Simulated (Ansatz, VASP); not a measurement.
# One calculation of SiC5, two programs

File INCAR:

```
PREC     = Accurate       # precision mode
ENCUT    = 520            # plane-wave cutoff, eV
EDIFF    = 1E-6           # SCF threshold, eV
ISMEAR   = 0              # smearing method
SIGMA    = 0.1            # smearing width, eV
LREAL    = False          # projectors in reciprocal space
LASPH    = True           # aspherical terms in the spheres
NELM     = 80             # most SCF steps
ALGO     = Normal         # electronic algorithm
ISIF     = 2              # what is computed and relaxed
LWAVE    = False          # write WAVECAR
LCHARG   = False          # write CHGCAR
GGA      = PE             # functional
NBANDS   = 21             # bands
```

The input KPOINTS:

```
Automatic mesh
0
Gamma
  4 4 4
```

File POSCAR:

```
SiC5
1.0
    0.0000000000      3.4395548100      3.4395548100
    3.4395548100      0.0000000000      3.4395548100
    3.4395548100      3.4395548100      0.0000000000
Si C
1 5
Direct
    0.5000000000      0.5000000000      0.5000000000
    0.3719714300      0.8760095200      0.8760095200
    0.8760095200      0.8760095200      0.8760095200
    0.2500000000      0.2500000000      0.2500000000
    0.8760095200      0.8760095200      0.3719714300
    0.8760095200      0.3719714300      0.8760095200
```

Input for Ansatz:

```yaml
crystal:
  lattice:
    - [0.0, 3.43955481, 3.43955481]
    - [3.43955481, 0.0, 3.43955481]
    - [3.43955481, 3.43955481, 0.0]
  atoms:
    - { symbol: Si, position: [0.5, 0.5, 0.5] }
    - { symbol: C, position: [0.37197143, 0.87600952, 0.87600952] }
    - { symbol: C, position: [0.87600952, 0.87600952, 0.87600952] }
    - { symbol: C, position: [0.25, 0.25, 0.25] }
    - { symbol: C, position: [0.87600952, 0.87600952, 0.37197143] }
    - { symbol: C, position: [0.87600952, 0.37197143, 0.87600952] }
basis:
  ecutwfc: 420
kpoints:
  mp_grid: { grid: [4, 4, 4] }
hamiltonian:
  xc: pbe
scf:
  occupations: { method: gaussian, width: 0.1 }
  lower_state_search: "off"
output:
  forces: true
  stress: true
  eigenvalues: true
```

Change from the starting cell: species swapped into the HfNi5 type (F-43m, No. 216).

Alike in both runs: task single point; functional PBE; k mesh 4 × 4 × 4; occupations gaussian, width 0.1 eV; no spin polarisation.

```csv
,VASP,Ansatz
version,VASP 6.6.1,Ansatz 0.2.0
potentials or method,"VASP PAW PBE potentials, release 64 (Si, C), cutoff 520 eV","scalar-relativistic, plane waves, PAW"
valence electrons in the cell,24,24
```

Ansatz gave:

- gap on the k mesh at the Fermi level (eV): none
- pressure (GPa): -24.9
- rms of the force components (eV/Å): 0.094

Q: Which values does VASP return?

A: gap on the k mesh at the Fermi level (eV): none; pressure (GPa): -25.0; rms of the force components (eV/Å): 0.095.

Atom by atom the forces differ by 0.001 eV/Å (rms over components). A gap of «none» marks a metal or a gap that the smearing closes.

The k mesh is coarse, so the values compare programs but aren't converged.
